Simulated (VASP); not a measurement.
# GdN (Fm-3m) in VASP: notebook, part 2 of 2

VASP 6.6.1. Earlier steps stand in the parts before.

**5. Single point, r2SCAN, collinear spin, ferromagnetic start**

This run uses another cell than the first one, of 15.47 Å³/atom.

Input file POSCAR:

```
GdN
1.0
    0.0000000000      2.4919410796      2.4919410796
    2.4919410796      0.0000000000      2.4919410796
    2.4919410796      2.4919410796      0.0000000000
Gd N
1 1
Direct
    0.0000000000      0.0000000000      0.0000000000
    0.5000000000      0.5000000000      0.5000000000
```

Input file INCAR.step1:

```
SYSTEM = GdN
PREC = Accurate
ENCUT = 800
ISMEAR = 0
SIGMA = 0.05
LREAL = .FALSE.
LASPH = .TRUE.
NELM = 200
ISPIN = 2
MAGMOM = 7 0
LMAXMIX = 6
NBANDS = 22
GGA = PE
ALGO = Normal
EDIFF = 1E-5
LWAVE = .TRUE.
LCHARG = .FALSE.
GGA_COMPAT = .FALSE.
```

Input file INCAR.step2:

```
SYSTEM = GdN
PREC = Accurate
ENCUT = 800
EDIFF = 1E-6
ISMEAR = 0
SIGMA = 0.05
LREAL = .FALSE.
LASPH = .TRUE.
NELM = 200
ALGO = Normal
ISIF = 2
LWAVE = .FALSE.
LCHARG = .FALSE.
ISPIN = 2
MAGMOM = 7 0
LORBIT = 11
LMAXMIX = 6
METAGGA = R2SCAN
LMIXTAU = .TRUE.
NBANDS = 22
ISTART = 1
GGA_COMPAT = .FALSE.
```

Input file KPOINTS:

```
Automatic mesh
0
G
  12 12 12
  0 0 0
```

Potentials or basis: VASP PAW PBE potentials, release 64 (Gd, N).

Launch:

```bash
$ cat potpaw_PBE.64/Gd/POTCAR potpaw_PBE.64/N/POTCAR > POTCAR
$ cp INCAR.step1 INCAR
$ mpirun -np 1 vasp_std > vasp.out
$ cp INCAR.step2 INCAR
$ mpirun -np 1 vasp_std > vasp.out
```

OUTCAR:

```text
SYSTEM = GdN
   PREC = Accurate
   ENCUT = 800
   EDIFF = 1E-6
   ISMEAR = 0
   LREAL = .FALSE.
   LASPH = .TRUE.
   NELM = 200
   ISIF = 2
   ISPIN = 2
   LORBIT = 11
   METAGGA = R2SCAN
   ISTART = 1

 ion  position               nearest neighbor table
   1  0.000  0.000  0.000-   2 2.49   2 2.49   2 2.49   2 2.49   2 2.49   2 2.49
   2  0.500  0.500  0.500-   1 2.49   1 2.49   1 2.49   1 2.49   1 2.49   1 2.49

  LATTYP: Found a face centered cubic cell.
 ALAT       =     4.9838821592

  Lattice vectors:

 A1 = (   0.0000000000,   2.4919410796,   2.4919410796)
 A2 = (   2.4919410796,   0.0000000000,   2.4919410796)
 A3 = (   2.4919410796,   2.4919410796,   0.0000000000)

Analysis of symmetry for initial positions (statically):
=====================================================================
 Subroutine PRICEL returns:
 Original cell was already a primitive cell.

 Routine SETGRP: Setting up the symmetry group for a
 face centered cubic supercell.

 Subroutine GETGRP returns: Found 48 space group operations
 (whereof 48 operations were pure point group operations)
 out of a pool of 48 trial point group operations.

The static configuration has the point symmetry O_h .

Analysis of symmetry for dynamics (positions and initial velocities):
=====================================================================
 Subroutine PRICEL returns:
 Original cell was already a primitive cell.

 Routine SETGRP: Setting up the symmetry group for a
 face centered cubic supercell.

 Subroutine GETGRP returns: Found 48 space group operations
 (whereof 48 operations were pure point group operations)
 out of a pool of 48 trial point group operations.

The dynamic configuration has the point symmetry O_h .

[... 152 lines left out ...]

 Free energy of the ion-electron system (eV)
  ---------------------------------------------------
  ext. energy  EPLUGINS =         0.00000000
  ---------------------------------------------------
  free energy    TOTEN  =       -53.85971220 eV

  energy without entropy =      -53.85961336  energy(sigma->0) =      -53.85966278

 E-fermi :   3.8548     XC(G=0): -12.2521

 val. band max:        3.8547480556   @ k =   0.0833   0.0833   0.0000
 cond. band min:       4.0543509092   @ k =   0.0000   0.0000   0.0000
 fundamental gap:      0.1996028536
 Fermi energy:         3.8548387306

 spin component 1

 k-point     1 :       0.0000    0.0000    0.0000
  band No.  band energies     occupation
      1     -41.6211      1.00000
      2     -17.9386      1.00000
      3     -17.9386      1.00000
      4     -17.9386      1.00000
      5     -10.0030      1.00000
      6      -0.2623      1.00000
[... 589 lines left out ...]
     21      14.4378      0.00000
     22      16.7761      0.00000

 [... further k-points ...]

 spin component 2

 k-point     1 :       0.0000    0.0000    0.0000
  band No.  band energies     occupation
      1     -37.9184      1.00000
      2     -15.3233      1.00000
      3     -15.3233      1.00000
      4     -15.3233      1.00000
      5     -10.0477      1.00000
      6       2.9876      1.00000
[... 589 lines left out ...]
     21      15.7821      0.00000
     22      17.9713      0.00000

 [... further k-points ...]

------------------------ aborting loop because EDIFF is reached ----------------------------------------

  FORCE on cell =-STRESS in cart. coord.  units (eV):
  Direction    XX          YY          ZZ          XY          YZ          ZX
  --------------------------------------------------------------------------------------
  -------------------------------------------------------------------------------------
  Total       -0.1656825     -0.1656825     -0.1656825      0.0000000      0.0000000      0.0000000
  in kB       -8.5771664     -8.5771664     -8.5771664      0.0000000      0.0000000      0.0000000
  external PRESSURE =      -8.5771664 kB  Pullay stress =       0.0000000 kB

 VOLUME and BASIS-vectors are now :
 -----------------------------------------------------------------------------
  energy-cutoff  :      800.00
  volume of cell :       30.95
      direct lattice vectors                 reciprocal lattice vectors
     0.000000000  2.491941080  2.491941080    -0.200646799  0.200646799  0.200646799
     2.491941080  0.000000000  2.491941080     0.200646799 -0.200646799  0.200646799
     2.491941080  2.491941080  0.000000000     0.200646799  0.200646799 -0.200646799

 POSITION                                       TOTAL-FORCE (eV/Angst)
 -----------------------------------------------------------------------------------
      0.00000      0.00000      0.00000        -0.000000     -0.000000     -0.000000
      2.49194      2.49194      2.49194         0.000000      0.000000      0.000000
 -----------------------------------------------------------------------------------
    total drift:                               -0.000000      0.000000      0.000000

  FREE ENERGIE OF THE ION-ELECTRON SYSTEM (eV)
  ---------------------------------------------------
  free  energy   TOTEN  =       -53.8597121967 eV

  energy  without entropy=      -53.8596133612  energy(sigma->0) =      -53.85966278

 total charge

# of ion       s       p       d       f       tot
--------------------------------------------------
    1        2.039   5.694   0.516   6.984  15.232
    2        1.250   2.403   0.000   0.000   3.653
--------------------------------------------------
tot          3.289   8.096   0.516   6.984  18.885

 magnetization (x)

# of ion       s       p       d       f       tot
--------------------------------------------------
    1       -0.011  -0.130   0.086   6.847   6.792
    2       -0.011  -0.110   0.000   0.000  -0.121
--------------------------------------------------
tot         -0.022  -0.240   0.086   6.847   6.671
```

It took 27 min on 1 thread of Oxide Virtual Turin-like, shared host; peak memory 0.35 GiB.

What came out:

| Quantity | Value |
| --- | --- |
| Free energy | -53.8597 eV |
| Pressure | -0.9 GPa |
| Band gap on the k mesh | zero (filled and empty bands overlap) |
| Net moment | 7.00 μB per cell |
| Site moments | Gd +6.79; N -0.12 μB |
| Valence electrons inside the program's atomic spheres | Gd 15.23; N 3.65 |

Levels at points of the mesh, in eV from the Fermi level:
Spin up:
| k point | band 12 | band 13 | band 14 | band 15 | band 16 | band 17 | band 18 | band 19 |
| --- | --- | --- | --- | --- | --- | --- | --- | --- |
| (0.00, 0.00, 0.00) | -3.74 | 0.20 | 0.20 | 0.20 | 2.71 | 2.71 | 2.71 | 3.73 |
| (0.50, 0.00, 0.00) | -3.73 | -3.73 | -2.70 | -2.70 | 5.48 | 6.13 | 6.13 | 7.10 |
| (0.50, 0.50, 0.00) | -3.79 | -1.57 | -0.27 | -0.27 | -0.26 | 6.70 | 6.89 | 7.78 |
Spin down:
| k point | band 6 | band 7 | band 8 | band 9 | band 10 | band 11 |
| --- | --- | --- | --- | --- | --- | --- |
| (0.00, 0.00, 0.00) | -0.87 | -0.87 | -0.87 | 2.82 | 3.49 | 3.49 |
| (0.50, 0.00, 0.00) | -4.15 | -2.61 | -2.61 | 2.97 | 3.13 | 3.13 |
| (0.50, 0.50, 0.00) | -1.19 | -0.84 | -0.84 | 0.53 | 3.20 | 3.26 |

Caveat: the PAW data sets were made with another functional, which shifts forces and pressure a little; spin-orbit coupling is left out, which moves the levels of the heavy elements; a cell with one magnetic atom can't hold antiferromagnetic order, which such compounds often take; semilocal functionals describe open f shells poorly, which spoils levels, moments and volumes. The state reached can hang on the start; a lower one may exist.

**6. Overview**

| level | cell | k mesh | cutoff (eV) | gap on the mesh (eV) | pressure (GPa) | moment (μB) |
| --- | --- | --- | --- | --- | --- | --- |
| r2SCAN | a = 3.540 Å, angles 60.0°, 2 atoms | 12 × 12 × 12 | 520 | none | -3.0 | 7.00 |
| PBE | a = 3.524 Å, angles 60.0°, 2 atoms | 8 × 8 × 8 | 600 | none | -0.2 | 7.00 |
| PBE | a = 3.535 Å, angles 60.0°, 2 atoms | 8 × 8 × 8 | 600 | none | -1.3 | 7.00 |
| r2SCAN | a = 3.524 Å, angles 60.0°, 2 atoms | 12 × 12 × 12 | 800 | none | -0.9 | 7.00 |

Alike in all rows: task single point; potentials or basis VASP PAW PBE potentials, release 64 (Gd, N); spin collinear, ferromagnetic start; smearing gaussian 0.05 eV.

Caveats: spin-orbit coupling is left out, which moves the levels of the heavy elements; a cell with one magnetic atom can't hold antiferromagnetic order, which such compounds often take; semilocal functionals describe open f shells poorly, which spoils levels, moments and volumes; the PAW data sets were made with another functional, which shifts forces and pressure a little (at least some runs).

Total energies depend on the potentials used, so only differences within one code and one set of settings carry meaning.

The gap in the log of VASP goes by the Fermi energy; the results here count the filled bands.